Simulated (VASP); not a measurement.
A run of VASP 6.6.1 is set up as follows.

File INCAR:

```
SYSTEM = W
PREC = Accurate
ENCUT = 520
EDIFF = 1E-7
ISMEAR = 0
SIGMA = 0.15
LREAL = .False.
LASPH = .True.
NELM = 80
ALGO = Fast
ISIF = 2
LWAVE = .False.
LCHARG = .False.
GGA = PE
NBANDS = 13
```

The input KPOINTS:

```
Automatic mesh
0
Gamma
  22 22 22
  0 0 0
```

File POSCAR:

```
W
1.0
   -1.3810324883      1.5989700039      1.5989700039
    1.5989700039     -1.3810324883      1.5989700039
    1.5989700039      1.5989700039     -1.3810324883
W
1
Direct
    0.0000000000      0.0000000000      0.0000000000
```

Potentials or basis: VASP PAW PBE potentials, release 64 (W_sv).

Launch:

```sh
$ cat potpaw_PBE.64/W_sv/POTCAR > POTCAR
$ mpirun -np 1 vasp_std > vasp.out
```

**Question.** Estimate the pressure.

**Answer.** 8.2 GPa.

**Question.** Estimate the band gap on the k mesh.

**Answer.** Zero (band 7 reaches 12.99 eV, above the bottom of band 8 at 10.17 eV).

Stress tensor (GPa, compression positive):
```
  8.22 -14.31 -14.31
-14.31   8.22 -14.31
-14.31 -14.31   8.22
```

Caveat: spin-orbit coupling is left out, which moves the levels of the heavy elements.
